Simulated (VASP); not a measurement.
# Fe3Co (P4/mmm) in VASP: a series of runs

Runs on Fe3Co. Level: PBEsol. Tasks: single point.

All numbers are computed with VASP 6.6.1; they aren't measurements. Logs are shortened: lines on timing, memory, paths and dates and some standing lists are left out, and cuts for length are marked.

## 1. The cell of the first run

It takes space group P4/mmm (No. 123, tetragonal). Conventional cell: a = 3.735 Å, b = 3.735 Å, c = 2.625 Å, α = 90.00°, β = 90.00°, γ = 90.00°. Fe (site symmetry 4/mmm) has 10 Fe at 2.28 to 2.63 Å and 4 Co at 2.64 Å within 3.0 Å. Within 3.0 Å of Fe (site symmetry mmm) lie 10 Fe at 2.28 to 2.64 Å and 4 Co at 2.28 Å. Co (site symmetry 4/mmm) has 12 Fe at 2.28 to 2.64 Å and 2 Co at 2.63 Å within 3.0 Å.

## 2. Single point, PBEsol

The input, INCAR:

```
PREC = Accurate ; ENCUT = 520
EDIFF = 1E-6 ; ISMEAR = 0
SIGMA = 0.1 ; LREAL = F
LASPH = T ; NELM = 80
ALGO = Fast ; ISIF = 2
LWAVE = F ; LCHARG = F
GGA = PS ; NBANDS = 24
```

The input, KPOINTS:

```
regular mesh
0
Gamma
  10 10 14
```

The input, POSCAR:

```
Fe3Co
1.0
    3.7351602846      0.0000000000      0.0000000000
    0.0000000000      3.7351602846      0.0000000000
    0.0000000000      0.0000000000      2.6250089484
Fe Co
3 1
Direct
    0.5000000000      0.5000000000      0.0000000000
    0.5000000000      0.0000000000      0.5000000000
    0.0000000000      0.5000000000      0.5000000000
    0.0000000000      0.0000000000      0.0000000000
```

Potentials or basis: VASP PAW PBE potentials, release 64 (Fe, Co).

Started as:

```
> cat potpaw_PBE.64/Fe/POTCAR potpaw_PBE.64/Co/POTCAR > POTCAR
> mpirun -np 1 vasp_std > vasp.out
```

OUTCAR:

```text
PREC = Accurate
   ENCUT = 520
   EDIFF = 1E-6
   ISMEAR = 0
   LREAL = F
   LASPH = T
   NELM = 80
   ISIF = 2
   GGA = PS

 ion  position               nearest neighbor table
   1  0.500  0.500  0.000-   2 2.28   3 2.28   2 2.28   3 2.28   2 2.28   2 2.28   3 2.28   3 2.28
                             4 2.64   4 2.64   4 2.64   4 2.64
   2  0.500  0.000  0.500-   1 2.28   4 2.28   1 2.28   4 2.28   1 2.28   1 2.28   4 2.28   4 2.28
                             3 2.64   3 2.64   3 2.64   3 2.64
   3  0.000  0.500  0.500-   1 2.28   4 2.28   1 2.28   4 2.28   4 2.28   4 2.28   1 2.28   1 2.28
                             2 2.64   2 2.64   2 2.64   2 2.64
   4  0.000  0.000  0.000-   2 2.28   3 2.28   2 2.28   3 2.28   3 2.28   3 2.28   2 2.28   2 2.28
                             1 2.64   1 2.64   1 2.64   1 2.64

  LATTYP: Found a simple tetragonal cell.
 ALAT       =     3.7351602846
 C/A-ratio  =     0.7027834814

  Lattice vectors:

 A1 = (   3.7351602846,   0.0000000000,   0.0000000000)
 A2 = (   0.0000000000,   3.7351602846,   0.0000000000)
 A3 = (   0.0000000000,   0.0000000000,   2.6250089484)

Analysis of symmetry for initial positions (statically):
=====================================================================
 Subroutine PRICEL returns:
 Original cell was already a primitive cell.

 Routine SETGRP: Setting up the symmetry group for a
 simple tetragonal supercell.

 Subroutine GETGRP returns: Found 16 space group operations
 (whereof 16 operations were pure point group operations)
 out of a pool of 16 trial point group operations.

The static configuration has the point symmetry D_4h.

Analysis of symmetry for dynamics (positions and initial velocities):
=====================================================================
 Subroutine PRICEL returns:
 Original cell was already a primitive cell.

 Routine SETGRP: Setting up the symmetry group for a
 simple tetragonal supercell.

 Subroutine GETGRP returns: Found 16 space group operations
 (whereof 16 operations were pure point group operations)
 out of a pool of 16 trial point group operations.

The dynamic configuration has the point symmetry D_4h.

 Subroutine INISYM returns: Found 16 space group operations
 (whereof 16 operations are pure point group operations),
 and found     1 'primitive' translations

----------------------------------------------------------------------------------------

                                     Primitive cell

  volume of cell :      36.6226

  direct lattice vectors                    reciprocal lattice vectors
     3.735160285  0.000000000  0.000000000     0.267726128  0.000000000  0.000000000
     0.000000000  3.735160285  0.000000000     0.000000000  0.267726128  0.000000000
     0.000000000  0.000000000  2.625008948     0.000000000  0.000000000  0.380951082

  length of vectors
     3.735160285  3.735160285  2.625008948     0.267726128  0.267726128  0.380951082

  position of ions in fractional coordinates (direct lattice)
     0.500000000  0.500000000  0.000000000
     0.500000000  0.000000000  0.500000000
     0.000000000  0.500000000  0.500000000
     0.000000000  0.000000000  0.000000000

  ion indices of the primitive-cell ions
   primitive index   ion index
                 1           1
                 2           2
                 3           3
                 4           4

----------------------------------------------------------------------------------------

 KPOINTS: regular mesh

Automatic generation of k-mesh.
 Grid dimensions read from file:
 generate k-points for:   10   10   14

 Generating k-lattice:

  Cartesian coordinates                     Fractional coordinates (reciprocal lattice)
     0.026772613  0.000000000  0.000000000     0.100000000  0.000000000  0.000000000
     0.000000000  0.026772613  0.000000000     0.000000000  0.100000000  0.000000000
     0.000000000  0.000000000  0.027210792     0.000000000  0.000000000  0.071428571

  Length of vectors
     0.026772613  0.026772613  0.027210792

  Shift w.r.t. Gamma in fractional coordinates (k-lattice)
     0.000000000  0.000000000  0.000000000

 Subroutine IBZKPT returns following result:
 ===========================================

 Found    168 irreducible k-points:

 Following reciprocal coordinates:
            Coordinates               Weight
  0.000000  0.000000  0.000000      1.000000
  0.100000  0.000000  0.000000      4.000000
  0.200000  0.000000  0.000000      4.000000
  0.300000  0.000000  0.000000      4.000000
  0.400000  0.000000  0.000000      4.000000
  0.500000  0.000000  0.000000      2.000000
[... 16 lines left out ...]
  0.100000  0.000000  0.071429      8.000000
  0.200000  0.000000  0.071429      8.000000
 [... further k-points ...]
   k-points           NKPTS =    168   k-points in BZ     NKDIM =    168   number of bands    NBANDS=     24
   number of dos      NEDOS =    301   number of ions     NIONS =      4
   total plane-waves  NPLWV =  15680
   dimension x,y,z NGX =    28 NGY =   28 NGZ =   20
   dimension x,y,z NGXF=    56 NGYF=   56 NGZF=   40
   ions per type =               3   1
   NGX,Y,Z   is equivalent  to a cutoff of  12.46, 12.46, 12.67 a.u.
   NGXF,Y,Z  is equivalent  to a cutoff of  24.92, 24.92, 25.33 a.u.
 SYSTEM =  unknown system
   PREC   = accura    normal or accurate (medium, high low for compatibility)
   ISTART =      0    job   : 0-new  1-cont  2-samecut
   ICHARG =      2    charge: 1-file 2-atom 10-const
   ISPIN  =      1    spin polarized calculation?
   LNONCOLLINEAR =      F non collinear calculations
   LSORBIT =      F    spin-orbit coupling
   LASPH  =      T    aspherical Exc in radial PAW
   ENCUT  =  520.0 eV  38.22 Ry    6.18 a.u.   6.94  6.94  4.88*2*pi/ulx,y,z
   NELM   =     80;   NELMIN=  2; NELMDL= -5     # of ELM steps
   EDIFF  = 0.1E-05   stopping-criterion for ELM
   LREAL  =      F    real-space projection
   EDIFFG = 0.1E-04   stopping-criterion for IOM
   NSW    =      0    number of steps for IOM
   IBRION =     -1    ionic relax: 0-MD 1-quasi-New 2-CG
   NFREE  =      0    steps in history (QN), initial steepest desc. (CG)
   ISIF   =      2    stress and relaxation
   ISYM   =      2    0-nonsym 1-usesym 2-fastsym
   POTIM  = 0.5000    time-step for ionic-motion
   TEBEG  =    0.0;   TEEND  =   0.0 temperature during run
   PSTRESS=    0.0 pullay stress
   NELECT =      33.0000    total number of electrons
   NUPDOWN=      -1.0000    fix difference up-down
   EMIN   =  10.00;   EMAX   =-10.00  energy-range for DOS
   EFERMI =   0.00;   METHOD = LEGACY
   ISMEAR =     0;   SIGMA  =   0.10  broadening in eV -4-tet -1-fermi 0-gaus
   EFERMI_NEDOS =   21; number of points for ismear=-14 and -15
   IALGO  =     68    algorithm
   IMIX   =      4    mixing-type and parameters
     AMIX     =   0.40;   BMIX     =  1.00
     AMIX_MAG =   1.60;   BMIX_MAG =  1.00
  volume/ion in A,a.u.               =       9.16        61.79
  Fermi-wavevector in a.u.,A,eV,Ry     =   1.581235  2.988101 34.018698  2.500304
  Thomas-Fermi vector in A             =   2.681341
   LORBIT       =      0    0 simple, 1 ext, 2 COOP (PROOUT), +10 PAW based schemes
   GGA     = PS    functional components
   LHFCALC =     F    Hartree Fock is set to
   AEXX    =    0.0000 exact exchange contribution
   IVDW    =     0    specifies the selected vdW correction
   LEPSILON=     F    determine dielectric tensor
   LRPA    =     F    only Hartree local field effects (RPA)
 non-spin polarized calculation
 RMM-DIIS sequential band-by-band and
 Gauss-broadening in eV      SIGMA  =   0.10
  energy-cutoff  :      520.00
  volume of cell :       36.62
 maximum number of plane-waves:      1012
 NGX is ok and might be reduce to    28
   NGX = 13   NGY = 13   NGZ =  9

 number of electron      33.0000023 magnetization

 Free energy of the ion-electron system (eV)
  ---------------------------------------------------
  ext. energy  EPLUGINS =         0.00000000
  ---------------------------------------------------
  free energy    TOTEN  =       -32.51298134 eV

  energy without entropy =      -32.44847183  energy(sigma->0) =      -32.48072659

 E-fermi :   9.3152     XC(G=0): -14.5958

 val. band max:        9.3149739657   @ k =   0.2000   0.0000   0.4286
 cond. band min:       9.3154466381   @ k =   0.5000   0.1000   0.2143
 fundamental gap:      0.0004726724
 Fermi energy:         9.3151558696

 k-point     1 :       0.0000    0.0000    0.0000
  band No.  band energies     occupation
      1      -0.4913      2.00000
      2       3.4890      2.00000
      3       3.5655      2.00000
      4       3.6779      2.00000
      5       3.7270      2.00000
      6       5.6111      2.00000
[... 16 lines left out ...]
     23      10.9060      0.00000
     24      19.0794      0.00000

 k-point     2 :       0.1000    0.0000    0.0000
  band No.  band energies     occupation
      1      -0.3685      2.00000
      2       3.5166      2.00000
      3       3.6213      2.00000
      4       3.7412      2.00000
      5       3.7857      2.00000
      6       5.6450      2.00000
[... 16 lines left out ...]
     23      10.8986      0.00000
     24      19.0249      0.00000

 k-point     3 :       0.2000    0.0000    0.0000
  band No.  band energies     occupation
      1      -0.0074      2.00000
      2       3.4998      2.00000
      3       3.8279      2.00000
      4       3.9306      2.00000
      5       3.9570      2.00000
      6       5.7444      2.00000
[... 16 lines left out ...]
     23      11.9273      0.00000
     24      19.4925      0.00000
[... 514 lines left out ...]
 k-point    23 :       0.1000    0.0000    0.0714
  band No.  band energies     occupation
      1      -0.2430      2.00000
      2       3.6129      2.00000
      3       3.7146      2.00000
      4       3.8020      2.00000
      5       3.8529      2.00000
      6       5.6263      2.00000
[... 16 lines left out ...]
     23      11.7661      0.00000
     24      19.0260      0.00000

 k-point    24 :       0.2000    0.0000    0.0714
  band No.  band energies     occupation
      1       0.1146      2.00000
      2       3.6029      2.00000
      3       3.9164      2.00000
      4       3.9861      2.00000
      5       4.0271      2.00000
      6       5.7227      2.00000
[... 16 lines left out ...]
     23      12.4745      0.00000
     24      19.6771      0.00000

 [... further k-points ...]
[... 5 lines left out ...]
  --------------------------------------------------------------------------------------
  -------------------------------------------------------------------------------------
  Total        8.0339117      8.0339117      8.0555870      0.0000000      0.0000000      0.0000000
  in kB      351.4700809    351.4700809    352.4183406      0.0000000      0.0000000      0.0000000
  external PRESSURE =     351.7861675 kB  Pullay stress =       0.0000000 kB

 VOLUME and BASIS-vectors are now :
 -----------------------------------------------------------------------------
  energy-cutoff  :      520.00
  volume of cell :       36.62
      direct lattice vectors                 reciprocal lattice vectors
     3.735160285  0.000000000  0.000000000     0.267726128  0.000000000  0.000000000
     0.000000000  3.735160285  0.000000000     0.000000000  0.267726128  0.000000000
     0.000000000  0.000000000  2.625008948     0.000000000  0.000000000  0.380951082

 POSITION                                       TOTAL-FORCE (eV/Angst)
 -----------------------------------------------------------------------------------
      1.86758      1.86758      0.00000         0.000000      0.000000      0.000000
      1.86758      0.00000      1.31250         0.000000      0.000000      0.000000
      0.00000      1.86758      1.31250         0.000000      0.000000      0.000000
      0.00000      0.00000      0.00000         0.000000      0.000000      0.000000
 -----------------------------------------------------------------------------------
    total drift:                                0.000000      0.000000      0.000000

  FREE ENERGIE OF THE ION-ELECTRON SYSTEM (eV)
  ---------------------------------------------------
  free  energy   TOTEN  =       -32.5129813412 eV

  energy  without entropy=      -32.4484718342  energy(sigma->0) =      -32.48072659
```

Run time: 67 s. Hardware: 1 thread of Intel Xeon 6975P-C (Granite Rapids), shared host; peak memory 0.25 GiB.

Results:

```yaml
Free_energy: -32.5130 eV
Pressure: 35.2 GPa
```

Stress tensor (GPa, compression positive):
```
35.15  0.00  0.00
 0.00 35.15  0.00
 0.00  0.00 35.24
```

Caveat: the PAW data sets were made with another functional, which shifts forces and pressure a little; the run has no spin polarisation, though such a crystal can be magnetic. Spin polarisation is off, so any magnetic state and its effect on volume and gap are missing.

(Part 1 of 2 ends here.)
